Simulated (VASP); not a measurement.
Wanted: the native input for a VASP 6.6.1 run.

```yaml
Task: relaxation of the atoms
Functional: LDA
Potentials_or_basis: VASP PAW LDA potentials, release 64 (K_sv, I, Br)
Cutoff: 520 eV
k_mesh: 6 × 6 × 2
Occupations: gaussian, width 0.05 eV
Spin: no spin polarisation
Dipole_correction: no
Further_INCAR_settings: ALGO = Normal; EDIFF = 1e-06; IBRION = 2; EDIFFG = -0.01; NSW = 50
```

The structure of K3I2Br lies in POSCAR:

```
K3I2Br
1.0
    4.4755000000      0.0000000000      0.0000000000
   -2.2377500000      3.8758966946      0.0000000000
    0.0000000000      0.0000000000     11.5680398841
K I Br
3 2 1
Direct
    0.0000000000      0.0000000000      0.5000000000
    0.3333333333      0.6666666667      0.1500969033
    0.6666666667      0.3333333333      0.8499030967
    0.3333333333      0.6666666667      0.6750221222
    0.6666666667      0.3333333333      0.3249778778
    0.0000000000      0.0000000000      0.0000000000
```

These files were run (other wordings do the same):

INCAR

```
  PREC = Accurate
  ENCUT = 520
  EDIFF = 1E-6
  ISMEAR = 0
  SIGMA = 0.05
  LREAL = F
  LASPH = T
  NELM = 80
  ALGO = Normal
  ISIF = 2
  LWAVE = F
  LCHARG = F
  GGA = CA
  IBRION = 2
  NSW = 50
  EDIFFG = -0.01
```

KPOINTS

```
regular mesh
0
Gamma
  6 6 2
```

Potentials or basis: VASP PAW LDA potentials, release 64 (K_sv, I, Br).

Run with:

```sh
$ cat potpaw_LDA.64/K_sv/POTCAR potpaw_LDA.64/I/POTCAR potpaw_LDA.64/Br/POTCAR > POTCAR
$ mpirun -np 1 vasp_std > vasp.out
```

Results of the run:

```
Pressure after relaxing : 2.4 GPa
Band gap on the k mesh  : 3.90 eV
```

Caveat: the relaxation stopped at its first step, so nothing moved; spin-orbit coupling is left out, which moves the levels of the heavy elements.

It took 2.3 min on 1 thread of Intel Xeon 8259CL, with other jobs on the host, peak memory 0.3 GiB.
